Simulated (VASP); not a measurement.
Wanted: the native input for a VASP 6.6.1 run.

```
Task                   : single point
Functional             : r2SCAN
Potentials or basis    : VASP PAW PBE potentials, release 64 (Au)
Cutoff                 : 520 eV
k mesh                 : 18 × 18 × 10
Occupations            : gaussian, width 0.15 eV
Spin                   : no spin polarisation
Dipole correction      : no
Further INCAR settings : ALGO = Normal; EDIFF = 1e-06; NBANDS = 18
```

The system is Au.

```
Au
1.0
     2.85650    0.00000    0.00000
    -1.42825    2.47380    0.00000
     0.00000    0.00000    4.80680
Au
2
Direct
  0.33333 0.66667 0.75000
  0.66667 0.33333 0.25000
```

This cell differs from its parent crystal: strain -0.015 along x and y, -0.015 along z.

These files were run (other wordings do the same):

POSCAR

```
Au
1.0
    2.8564984343      0.0000000000      0.0000000000
   -1.4282492171      2.4738002100      0.0000000000
    0.0000000000      0.0000000000      4.8068000000
Au
2
Direct
    0.3333333333      0.6666666667      0.7500000000
    0.6666666667      0.3333333333      0.2500000000
```

INCAR.step1

```
PREC = Accurate ; ENCUT = 520
ISMEAR = 0 ; SIGMA = 0.15
LREAL = False ; LASPH = True
NELM = 100 ; NBANDS = 18
GGA = PE ; ALGO = Normal
EDIFF = 1E-4 ; LWAVE = True
LCHARG = False
```

INCAR.step2

```
PREC = Accurate ; ENCUT = 520
EDIFF = 1E-6 ; ISMEAR = 0
SIGMA = 0.15 ; LREAL = False
LASPH = True ; NELM = 100
ALGO = Normal ; ISIF = 2
LWAVE = False ; LCHARG = False
METAGGA = R2SCAN ; LMIXTAU = True
NBANDS = 18 ; ISTART = 1
```

KPOINTS

```
regular mesh
0
Gamma
  18 18 10
```

Potentials or basis: VASP PAW PBE potentials, release 64 (Au).

Launch:

```sh
$ cat potpaw_PBE.64/Au/POTCAR > POTCAR
$ cp INCAR.step1 INCAR
$ mpirun -np 1 vasp_std > vasp.out
$ cp INCAR.step2 INCAR
$ mpirun -np 1 vasp_std > vasp.out
```

Results of the run:

- Pressure: 6.2 GPa
- Band gap on the k mesh: zero (bands 11 and 12 overlap by 7.42 eV)

Caveat: the cell differs from its parent crystal (strain -0.015 along x and y, -0.015 along z); the cell stands under pressure; the PAW data sets were made with another functional, which shifts forces and pressure a little; spin-orbit coupling is left out, which moves the levels of the heavy elements.

It took 3.7 min on 1 thread of Intel(R) Xeon(R) Platinum 8375C CPU @ 2.90GHz (Ice Lake) (shared host), peak memory 0.25 GiB.
